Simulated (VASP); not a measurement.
# CdS: single point with r2SCAN

CdS:

```xyz
4
Lattice="4.1646 0.0000 0.0000 -2.0823 3.6066 0.0000 0.0000 0.0000 6.7662" Properties=species:S:1:pos:R:3 pbc="T T T"
Cd    2.0823    1.2022    3.3834
Cd    0.0000    2.4044    0.0003
S     2.0823    1.2022    5.9337
S     0.0000    2.4044    2.5505
```

```yaml
Program: VASP 6.6.1
Task: single point
Functional: r2SCAN
Potentials_or_basis: VASP PAW PBE potentials, release 64 (Cd, S)
Cutoff: 520 eV
k_mesh: 12 × 12 × 4
Occupations: gaussian, width 0.01 eV
Spin: no spin polarisation
```

| Item | Value |
| --- | --- |
| Pressure | 0.3 GPa |
| Band gap on the k mesh | 1.63 eV |

Levels at points of the mesh, in eV from the valence-band top:
```csv
k point,band 15,band 16,band 17,band 18,band 19,band 20,band 21,band 22
"(0.00, 0.00, 0.00)",-0.74,-0.04,0.00,0.00,1.63,3.22,6.99,6.99
"(0.50, 0.00, 0.00)",-2.60,-1.85,-1.26,-0.74,4.15,4.25,5.43,6.84
"(0.00, 0.00, 0.50)",-0.38,-0.38,-0.38,-0.38,3.26,3.26,6.62,6.62
"(0.50, 0.00, 0.50)",-1.33,-1.33,-1.30,-1.30,3.87,3.87,5.79,5.79
```

Wall time 5.3 min on 1 thread of AMD EPYC 9R45 96-Core Processor (Zen 5) (shared host), peak memory 0.28 GiB.

Caveat: the PAW data sets were made with another functional, which shifts forces and pressure a little. A k mesh can miss the band edges.
